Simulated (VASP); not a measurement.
Here is a VASP 6.6.1 calculation.

File POSCAR:

```
BSe
1.0
    0.0000000000      2.5763760000      2.5763760000
    2.5763760000      0.0000000000      2.5763760000
    2.5763760000      2.5763760000      0.0000000000
B Se
1 1
Direct
    0.5000000000      0.5000000000      0.5000000000
    0.0000000000      0.0000000000      0.0000000000
```

The input INCAR.step1:

```
PREC = Accurate ; ENCUT = 550
ISMEAR = -1 ; SIGMA = 0.1
LREAL = F ; LASPH = T
NELM = 120 ; NBANDS = 12
GGA = PE ; ALGO = Normal
EDIFF = 1E-5 ; LWAVE = T
LCHARG = F ; GGA_COMPAT = F
```

Contents of INCAR.step2:

```
PREC = Accurate ; ENCUT = 550
EDIFF = 1E-6 ; ISMEAR = -1
SIGMA = 0.1 ; LREAL = F
LASPH = T ; NELM = 120
ALGO = Normal ; ISIF = 2
LWAVE = F ; LCHARG = T
METAGGA = R2SCAN ; LMIXTAU = T
LELF = T ; LVHAR = T
NBANDS = 12 ; ISTART = 1
GGA_COMPAT = F
```

The input KPOINTS:

```
Automatic mesh
0
Gamma
  6 6 6
```

Potentials or basis: VASP PAW PBE potentials, release 64 (B, Se).

The run is started by

```sh
$ cat potpaw_PBE.64/B/POTCAR potpaw_PBE.64/Se/POTCAR > POTCAR
$ cp INCAR.step1 INCAR
$ mpirun -np 1 vasp_std > vasp.out
$ cp INCAR.step2 INCAR
$ mpirun -np 1 vasp_std > vasp.out
```

Problem. Predict the band gap on the k mesh.

Solution. Zero (an odd number of electrons rules out a gap without spin polarisation).

Problem. What does it give for the pressure?

Solution. -17.4 GPa.

Caveat: the cell stands under tension; the PAW data sets were made with another functional, which shifts forces and pressure a little.
